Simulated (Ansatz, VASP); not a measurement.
MgW: VASP beside Ansatz

INCAR

```
PREC = Accurate
ENCUT = 520
EDIFF = 1E-6
ISMEAR = 0
SIGMA = 0.1
LREAL = False
LASPH = True
NELM = 100
ALGO = Normal
ISIF = 2
LWAVE = False
LCHARG = True
GGA = PE
LELF = True
LVHAR = True
NBANDS = 24
```

KPOINTS

```
Automatic mesh
0
Gamma
  10 8 8
```

POSCAR

```
MgW
1.0
    4.3503408000      0.0000000000      0.0013572000
    0.0000000000      5.6946958000      0.0000000000
   -0.0249169536      0.0000000000      5.0822199422
Mg W
2 2
Direct
    0.5000000000      0.2849581330      0.7500000000
    0.5000000000      0.7150418670      0.2500000000
    0.0000000000      0.8047050822      0.7500000000
    0.0000000000      0.1952949178      0.2500000000
```

Input for Ansatz:

```yaml
crystal:
  lattice:
    - [4.3503408, 0.0, 0.0013572]
    - [0.0, 5.6946958, 0.0]
    - [-0.0249169536, 0.0, 5.0822199422]
  atoms:
    - { symbol: Mg, position: [0.5, 0.284958133, 0.75] }
    - { symbol: Mg, position: [0.5, 0.715041867, 0.25] }
    - { symbol: W, position: [0.0, 0.8047050822, 0.75] }
    - { symbol: W, position: [0.0, 0.1952949178, 0.25] }
basis:
  ecutwfc: 420
kpoints:
  mp_grid: { grid: [10, 8, 8] }
hamiltonian:
  xc: pbe
scf:
  occupations: { method: gaussian, width: 0.1 }
output:
  forces: true
  stress: true
  eigenvalues: true
  populations: true
```

Alike in both runs: task single point; functional PBE; k mesh 10 × 8 × 8; occupations gaussian, width 0.1 eV; no spin polarisation.

```csv
,VASP,Ansatz
version,VASP 6.6.1,Ansatz 0.2.0
potentials or method,"VASP PAW PBE potentials, release 64 (Mg, W_sv), cutoff 520 eV","scalar-relativistic, plane waves, PAW"
valence electrons in the cell,32,48
```

VASP gave:

```
gap on the k mesh at the Fermi level (eV)                     : none
pressure (GPa)                                                : -21.3
traceless stress, the component that is largest in VASP (GPa) : 4.63
rms of the force components (eV/Å)                            : 1.020
```

Problem. Estimate Ansatz's values.

Solution. gap on the k mesh at the Fermi level (eV): none; pressure (GPa): -21.2; traceless stress, the component that is largest in VASP (GPa): 4.63; rms of the force components (eV/Å): 1.022.

Atom by atom the forces differ by 0.002 eV/Å (rms over components). A gap of «none» marks a metal or a gap that the smearing closes. VASP's potentials hold 32 valence electrons a cell and Ansatz's 48, so a difference there can come from the potentials and not from the codes.

Neither program's run includes spin-orbit coupling.
